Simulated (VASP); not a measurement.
Runs of VASP 6.6.1 on CuO2 (fluorite type). The structure is that of space group Fm-3m (No. 225), or close to it. The cells are those of the table. 

```csv
cell,gap on the mesh (eV),pressure (GPa)
"a = 3.395 Å, angles 60.0°, 3 atoms",none,(a)
"a = 3.348 Å, angles 60.0°, 3 atoms",none,13.1
"a = 3.418 Å, angles 60.0°, 3 atoms",none,0.6
"a = 3.372 Å, angles 60.0°, 3 atoms",none,(b)
"a = 3.441 Å, angles 60.0°, 3 atoms",none,-3.3
```

Alike in all rows: task single point; level PBE; potentials or basis VASP PAW PBE potentials, release 64 (Cu, O); no spin polarisation; k mesh 20 × 20 × 20; cutoff (eV) 520; smearing fermi-dirac 0.0612256 eV.

Task: Estimate the missing entries.

Result: (a) 4.0; (b) 8.1.

Caveats: an odd number of electrons without spin polarisation forces a metal; a magnetic or distorted state may lie lower; semilocal functionals often make such compounds metallic where correlation or magnetic order opens a gap, which also shifts bond lengths; the cell stands under pressure (at least some runs); the cell stands under tension (at least some runs).

A gap of «none» marks levels without a gap at the run's occupations.
